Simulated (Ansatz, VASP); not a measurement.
## One calculation of AlN, two programs

```
Al N
1.0
     0.00000    2.20151    2.20151
     2.20151    0.00000    2.20151
     2.20151    2.20151    0.00000
Al N
1 1
Cartesian
  0.0000 0.0000 0.0000
  1.1008 1.1008 1.1008
```

Alike in both runs: functional PBE; k mesh 17 × 17 × 17; occupations fermi-dirac, width 0.08 eV; no spin polarisation.

Ansatz relaxed the structure, and its values are those at the end. VASP's run is a single point on that final structure, the one shown.

|  | VASP | Ansatz |
| --- | --- | --- |
| version | VASP 6.6.1 | Ansatz 0.2.0 |
| potentials or method | VASP PAW PBE potentials, release 64 (Al, N) | PAW with Ansatz's default frozen-core files, scalar-relativistic |
| plane-wave cutoff (eV) | 520 | 420 |
| valence electrons in the cell | 8 | 8 |

|  | VASP | Ansatz | Ansatz less VASP |
| --- | --- | --- | --- |
| pressure (GPa) | -0.3 | 0.0 | +0.28 |

The functional is the same, so the differences come from potentials, cutoffs and numerics.
